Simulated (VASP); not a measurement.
The system is B2N3O.

```
B N O
1.0
     3.12970    0.00000    0.00000
     0.00000    3.12970    0.00000
     0.00000    0.00000    5.74271
B N O
2 3 1
Direct
  0.00000 0.00000 0.36008
  0.00000 0.00000 0.63992
  0.00000 0.50000 0.80801
  0.50000 0.00000 0.19199
  0.00000 0.00000 0.00000
  0.50000 0.50000 0.00000
```

The cell was built from a structure type or drawn by symmetry, and may not be a known phase.

* Program: VASP 6.6.1
* Task: relaxation of cell and atoms
* Functional: PBE
* Potentials or basis: VASP PAW PBE potentials, release 64 (B, N, O)
* Cutoff: 600 eV
* k mesh: 6 × 6 × 4
* Occupations: gaussian, width 0.1 eV
* Spin: no spin polarisation

At the start: pressure -2.1 GPa; volume 9.37 Å³/atom.

Where does the relaxation end?

Over 47 steps the energy falls by 1911.6 meV/atom and the volume is 8.59 Å³/atom (-8.3 %); space group P-4m2 (No. 115, to 0.1 Å) before and after.

The path:
| step | energy change (eV) | largest force (eV/Å) | pressure (GPa) | volume (Å³) |
| --- | --- | --- | --- | --- |
| 1 | 0.0000 | 3.8583 | -2.07 | 56.25 |
| 3 | -7.1041 | 2.3950 | -6.76 | 52.07 |
| 5 | -8.1275 | 6.0888 | -4.02 | 49.67 |
| 7 | -9.6395 | 1.8512 | -20.43 | 47.52 |
| 9 | -10.1868 | 1.2393 | 6.48 | 41.93 |
| 11 | -10.5791 | 1.0840 | 11.09 | 42.45 |
| 13 | -10.5865 | 1.3904 | 14.88 | 42.59 |
| 15 | -10.8178 | 1.5150 | 10.47 | 44.21 |
| 17 | -10.9561 | 2.0393 | 7.19 | 47.69 |
| 19 | -11.2945 | 0.3787 | -5.45 | 49.62 |
| 21 | -11.3511 | 0.1585 | -3.70 | 49.13 |
| 23 | -11.3654 | 0.2709 | -0.62 | 48.47 |
| 25 | -11.3698 | 0.0192 | 1.25 | 48.34 |
| 27 | -11.3799 | 0.0496 | 0.33 | 49.09 |
| 29 | -11.3904 | 0.3962 | -3.01 | 52.51 |
| 31 | -11.3967 | 0.2897 | -1.81 | 51.37 |
| 33 | -11.4070 | 0.3217 | -1.63 | 51.97 |
| 35 | -11.4118 | 0.3716 | -1.40 | 52.60 |
| 37 | -11.4232 | 0.2816 | -0.21 | 52.14 |
| 39 | -11.4284 | 0.1775 | 1.32 | 51.55 |
| 41 | -11.4352 | 0.3236 | -1.08 | 51.86 |
| 43 | -11.4453 | 0.2848 | -0.82 | 51.78 |
| 45 | -11.4692 | 0.0519 | 0.39 | 51.40 |
| 47 | -11.4698 | 0.0372 | -0.12 | 51.56 |

Final structure:
```
B N O
1.0
     2.61047    0.00000    0.00000
     0.00000    2.61047    0.00000
     0.00000    0.00000    7.56662
B N O
2 3 1
Direct
  0.00000 0.00000 0.28608
  0.00000 0.00000 0.71392
  0.00000 0.50000 0.66808
  0.50000 0.00000 0.33192
  0.00000 0.00000 0.00000
  0.50000 0.50000 0.00000
```

Caveat: a cell axis changed by over 15 % at a fixed basis, so the end point is rough; an odd number of electrons without spin polarisation forces a metal; a magnetic or distorted state may lie lower.
